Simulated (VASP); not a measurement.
# LiBr (Fm-3m) in VASP: notebook, part 2 of 2

VASP 6.6.1.

### Step 4. Vibrations by perturbation theory, PBEsol

File INCAR:

```
SYSTEM = LiBr
  PREC = Accurate
  ENCUT = 750
  EDIFF = 1E-8
  ISMEAR = 0
  SIGMA = 0.01
  LREAL = .False.
  LASPH = .True.
  NELM = 120
  ALGO = Normal
  ISIF = 2
  LWAVE = .False.
  LCHARG = .True.
  GGA = PS
  IBRION = 8
  NSW = 1
  LEPSILON = .True.
  GGA_COMPAT = .False.
```

File KPOINTS:

```
regular mesh
0
Gamma
  6 6 6
  0 0 0
```

File POSCAR:

```
LiBr
1.0
    0.0000000000      2.7061299758      2.7061299758
    2.7061299758      0.0000000000      2.7061299758
    2.7061299758      2.7061299758      0.0000000000
Li Br
1 1
Direct
    0.0000000000      0.0000000000      0.0000000000
    0.5000000000      0.5000000000      0.5000000000
```

Potentials or basis: VASP PAW PBE potentials, release 64 (Li_sv, Br).

The run is started by

```console
$ cat potpaw_PBE.64/Li_sv/POTCAR potpaw_PBE.64/Br/POTCAR > POTCAR
$ mpirun -np 1 vasp_std > vasp.out
```

OUTCAR:

```text
SYSTEM = LiBr
   PREC = Accurate
   ENCUT = 750
   EDIFF = 1E-8
   ISMEAR = 0
   LREAL = .False.
   LASPH = .True.
   NELM = 120
   ISIF = 2
   GGA = PS
   IBRION = 8
   NSW = 1
   LEPSILON = .True.

 ion  position               nearest neighbor table
   1  0.000  0.000  0.000-
   2  0.500  0.500  0.500-

  LATTYP: Found a face centered cubic cell.
 ALAT       =     5.4122599516

  Lattice vectors:

 A1 = (   0.0000000000,   2.7061299758,   2.7061299758)
 A2 = (   2.7061299758,   0.0000000000,   2.7061299758)
 A3 = (   2.7061299758,   2.7061299758,   0.0000000000)

Analysis of symmetry for initial positions (statically):
=====================================================================
 Subroutine PRICEL returns:
 Original cell was already a primitive cell.

 Routine SETGRP: Setting up the symmetry group for a
[... 479 lines left out ...]
  z     0.00000     0.00000     0.00000     0.00000     0.00000     0.00000

 SECOND DERIVATIVES (NOT SYMMETRIZED)
 ------------------------------------
               1X          1Y          1Z          2X          2Y          2Z
  1X    -0.764352    0.000000    0.000000    0.764352    0.000000    0.000000
  1Y     0.000000   -0.764352    0.000000    0.000000    0.764352    0.000000
  1Z     0.000000    0.000000   -0.764352    0.000000    0.000000    0.764352
  2X     0.755442    0.000000    0.000000   -0.755442    0.000000    0.000000
  2Y     0.000000    0.755442    0.000000    0.000000   -0.755442    0.000000
  2Z     0.000000    0.000000    0.755442    0.000000    0.000000   -0.755442

 Eigenvectors and eigenvalues of the dynamical matrix
 ----------------------------------------------------

   1 f  =    5.381402 THz    33.812347 2PiTHz  179.504253 cm-1    22.255681 meV
             X         Y         Z           dx          dy          dz
      0.000000  0.000000  0.000000     0.959275    0.000000    0.000000
      2.706130  2.706130  2.706130    -0.282474    0.000000    0.000000
[... 21 lines left out ...]
   6 f/i=    0.008549 THz     0.053717 2PiTHz    0.285176 cm-1     0.035357 meV
             X         Y         Z           dx          dy          dz
      0.000000  0.000000  0.000000     0.036852   -0.229868   -0.159981
      2.706130  2.706130  2.706130     0.125147   -0.780628   -0.543293

--------------------------------------------------------------------------------------------------------

 MACROSCOPIC STATIC DIELECTRIC TENSOR IONIC CONTRIBUTION
 ------------------------------------------------------
           9.077098    -0.000000     0.000000
          -0.000000     9.077098    -0.000000
           0.000000    -0.000000     9.077098
 ------------------------------------------------------

 ELASTIC MODULI CONTR FROM IONIC RELAXATION (kBar)
 Direction    XX          YY          ZZ          XY          YZ          ZX
 --------------------------------------------------------------------------------
 XX           0.0000      0.0000      0.0000      0.0000      0.0000      0.0000
 YY           0.0000      0.0000      0.0000      0.0000      0.0000      0.0000
 ZZ           0.0000      0.0000      0.0000      0.0000      0.0000      0.0000
 XY           0.0000      0.0000      0.0000      0.0000      0.0000      0.0000
 YZ           0.0000      0.0000      0.0000      0.0000      0.0000      0.0000
 ZX           0.0000      0.0000      0.0000      0.0000      0.0000      0.0000
 --------------------------------------------------------------------------------

 PIEZOELECTRIC TENSOR IONIC CONTR  for field in x, y, z        (C/m^2)
          XX          YY          ZZ          XY          YZ          ZX
  --------------------------------------------------------------------------------
  x     0.00000     0.00000     0.00000     0.00000     0.00000     0.00000
  y     0.00000     0.00000     0.00000     0.00000     0.00000     0.00000
  z     0.00000     0.00000     0.00000     0.00000     0.00000     0.00000
```

OSZICAR:

```text
N       E                     dE             d eps       ncg     rms          rms(c)
DAV:   1     0.508591325893E+02    0.50859E+02   -0.49438E+03   288   0.128E+03
DAV:   2    -0.471952742535E+01   -0.55579E+02   -0.54429E+02   390   0.173E+02
DAV:   3    -0.691976770922E+01   -0.22002E+01   -0.21975E+01   341   0.414E+01
[... 254 lines left out ...]
RMM:  10    -0.137057094757E+00    0.36166E-06    0.34685E-06  1249   0.244E-04    0.160E-05
RMM:  11    -0.137057160831E+00   -0.66074E-07    0.13003E-06  1305   0.106E-04    0.566E-06
RMM:  12    -0.137057107475E+00    0.53356E-07    0.70718E-07  1259   0.438E-05    0.253E-06
RMM:  13    -0.137057100728E+00    0.67478E-08    0.24406E-07  1290   0.188E-05    0.146E-06
RMM:  14    -0.137057096948E+00    0.37792E-08    0.12472E-07  1112   0.791E-06    0.219E-07
RMM:  15    -0.137057096769E+00    0.17907E-09    0.47125E-08   802   0.346E-06    0.158E-07
 Linear response finished
```

stdout:

```text
POSCAR found type information on POSCAR LiBr
 POSCAR found :  2 types and       2 ions
 scaLAPACK will be used
 -----------------------------------------------------------------------------
|                                                                             |
|                                                                             |
|     You enforced a specific xc type in the INCAR file but a different       |
[... 39 lines left out ...]
 force on displaced ion       1 direction 1 :  -0.764   0.000   0.000
 Born effective charge ion    1 direction 1 :   1.223   0.000   0.000
 Linear response progress:
 first order change of Fermi-energy   0.12968E-03
 force on displaced ion       2 direction 1 :  -0.755   0.000   0.000
 Born effective charge ion    2 direction 1 :  -1.235   0.000   0.000
 Born effective charges drift removed
 Linear response finished
```

Run time: 8.2 min. Hardware: 1 thread of Intel Xeon Platinum 8259CL at 2.50GHz (Skylake/Cascade Lake), shared host; peak memory 0.28 GiB.

What came out:

```yaml
Electronic_dielectric_tensor_diagonal: 3.60
Born_charges_mean_of_the_diagonal: Li +1.23; Br -1.23 e
Highest_phonon_frequency_at_Γ_LO-TO_splitting_left_out: 180 cm⁻¹
```

Phonon frequencies in cm⁻¹ (negative: imaginary):
```
              q point        frequencies
(0.000, 0.000, 0.000)  0 0 0 180 180 180
```

Electronic dielectric tensor:
```
3.60 0.00 0.00
0.00 3.60 0.00
0.00 0.00 3.60
```

Born effective charge tensors (e):
atom 1, Li
```
1.23 0.00 0.00
0.00 1.23 0.00
0.00 0.00 1.23
```
atom 2, Br
```
-1.23  0.00  0.00
 0.00 -1.23  0.00
 0.00  0.00 -1.23
```

Caveat: the PAW data sets were made with another functional, which shifts forces and pressure a little.

### Step 5. Vibrations by perturbation theory, PBEsol (20.41 Å³/atom)

This run uses another cell than the first one, of 20.41 Å³/atom.

File INCAR:

```
  PREC = Accurate
  ENCUT = 750
  EDIFF = 1E-8
  ISMEAR = 0
  SIGMA = 0.01
  LREAL = False
  LASPH = True
  NELM = 120
  ALGO = Normal
  ISIF = 2
  LWAVE = False
  LCHARG = False
  GGA = PS
  NBANDS = 12
  IBRION = 8
  NSW = 1
  GGA_COMPAT = False
```

File KPOINTS:

```
regular mesh
0
Gamma
  6 6 6
```

File POSCAR:

```
LiBr
1.0
    0.0000000000      2.7329250845      2.7329250845
    2.7329250845      0.0000000000      2.7329250845
    2.7329250845      2.7329250845      0.0000000000
Li Br
1 1
Direct
    0.0000000000      0.0000000000      0.0000000000
    0.5000000000      0.5000000000      0.5000000000
```

Potentials or basis: VASP PAW PBE potentials, release 64 (Li_sv, Br).

The run is started by

```console
$ cat potpaw_PBE.64/Li_sv/POTCAR potpaw_PBE.64/Br/POTCAR > POTCAR
$ mpirun -np 1 vasp_std > vasp.out
```

OUTCAR:

```text
PREC = Accurate
   ENCUT = 750
   EDIFF = 1E-8
   ISMEAR = 0
   LREAL = False
   LASPH = True
   NELM = 120
   ISIF = 2
   GGA = PS
   IBRION = 8
   NSW = 1

 ion  position               nearest neighbor table
   1  0.000  0.000  0.000-
   2  0.500  0.500  0.500-

  LATTYP: Found a face centered cubic cell.
 ALAT       =     5.4658501690

  Lattice vectors:

 A1 = (   0.0000000000,   2.7329250845,   2.7329250845)
 A2 = (   2.7329250845,   0.0000000000,   2.7329250845)
 A3 = (   2.7329250845,   2.7329250845,   0.0000000000)

Analysis of symmetry for initial positions (statically):
=====================================================================
 Subroutine PRICEL returns:
 Original cell was already a primitive cell.

 Routine SETGRP: Setting up the symmetry group for a
 face centered cubic supercell.

[... 456 lines left out ...]
------------------------ aborting loop because EDIFF is reached ----------------------------------------

 INTERNAL STRAIN TENSOR  FOR ION    2  DIRECTION 1   (eV/Angst):
 -----------------------------------------------------------------------------
     0.00212  0.00000 -0.00000
     0.00000  0.00891 -0.00000
     0.00000 -0.00000  0.00891

 INTERNAL STRAIN TENSOR FOR ION    2 for displacements in x,y,z  (eV/Angst):
          X           Y           Z          XY          YZ          ZX
  --------------------------------------------------------------------------------
  x     0.00000     0.00000     0.00000     0.00000     0.00000     0.00000
  y     0.00000     0.00000     0.00000     0.00000     0.00000     0.00000
  z     0.00000     0.00000     0.00000     0.00000     0.00000     0.00000

 SECOND DERIVATIVES (NOT SYMMETRIZED)
 ------------------------------------
               1X          1Y          1Z          2X          2Y          2Z
  1X    -0.621101    0.000000    0.000000    0.621101    0.000000    0.000000
  1Y     0.000000   -0.621101    0.000000    0.000000    0.621101    0.000000
  1Z     0.000000    0.000000   -0.621101    0.000000    0.000000    0.621101
  2X     0.611172    0.000000    0.000000   -0.611172    0.000000    0.000000
  2Y     0.000000    0.611172    0.000000    0.000000   -0.611172    0.000000
  2Z     0.000000    0.000000    0.611172    0.000000    0.000000   -0.611172

 Eigenvectors and eigenvalues of the dynamical matrix
 ----------------------------------------------------

   1 f  =    4.850141 THz    30.474336 2PiTHz  161.783294 cm-1    20.058563 meV
             X         Y         Z           dx          dy          dz
      0.000000  0.000000  0.000000     0.000000    0.959442    0.000000
      2.732925  2.732925  2.732925     0.000000   -0.281907    0.000000
[... 21 lines left out ...]
   6 f/i=    0.010570 THz     0.066413 2PiTHz    0.352574 cm-1     0.043714 meV
             X         Y         Z           dx          dy          dz
      0.000000  0.000000  0.000000     0.000000    0.000000   -0.281907
      2.732925  2.732925  2.732925     0.000000    0.000000   -0.959442

--------------------------------------------------------------------------------------------------------

 ELASTIC MODULI CONTR FROM IONIC RELAXATION (kBar)
 Direction    XX          YY          ZZ          XY          YZ          ZX
 --------------------------------------------------------------------------------
 XX           0.0000      0.0000      0.0000      0.0000      0.0000      0.0000
 YY           0.0000      0.0000      0.0000      0.0000      0.0000      0.0000
 ZZ           0.0000      0.0000      0.0000      0.0000      0.0000      0.0000
 XY           0.0000      0.0000      0.0000      0.0000      0.0000      0.0000
 YZ           0.0000      0.0000      0.0000      0.0000      0.0000      0.0000
 ZX           0.0000      0.0000      0.0000      0.0000      0.0000      0.0000
 --------------------------------------------------------------------------------
```

OSZICAR:

```text
N       E                     dE             d eps       ncg     rms          rms(c)
DAV:   1     0.464881473269E+02    0.46488E+02   -0.47203E+03   384   0.969E+02
DAV:   2    -0.349543230518E+01   -0.49984E+02   -0.47687E+02   464   0.150E+02
DAV:   3    -0.686375993974E+01   -0.33683E+01   -0.33551E+01   528   0.387E+01
[... 45 lines left out ...]
RMM:  10    -0.137513800662E+00    0.26646E-07    0.18244E-06  1738   0.163E-04    0.822E-06
RMM:  11    -0.137513807315E+00   -0.66527E-08    0.12686E-06  1750   0.818E-05    0.602E-06
RMM:  12    -0.137513755657E+00    0.51658E-07    0.48076E-07  1698   0.493E-05    0.352E-06
RMM:  13    -0.137513764935E+00   -0.92777E-08    0.21799E-07  1647   0.337E-05    0.582E-07
RMM:  14    -0.137513753489E+00    0.11446E-07    0.15839E-07  1581   0.282E-05    0.342E-07
RMM:  15    -0.137513756454E+00   -0.29655E-08    0.96459E-08  1225   0.252E-05    0.246E-07
 Linear response finished
```

Run time: 2.1 min. Hardware: 1 thread of Intel Xeon Platinum 8259CL at 2.50GHz (Skylake/Cascade Lake), shared host; peak memory 0.27 GiB.

What came out:

```
Highest phonon frequency at Γ, LO-TO splitting left out : 162 cm⁻¹
```

Phonon frequencies in cm⁻¹ (negative: imaginary):
| q point | frequencies |
| --- | --- |
| (0.000, 0.000, 0.000) | 0 0 0 162 162 162 |

Caveat: the PAW data sets were made with another functional, which shifts forces and pressure a little.
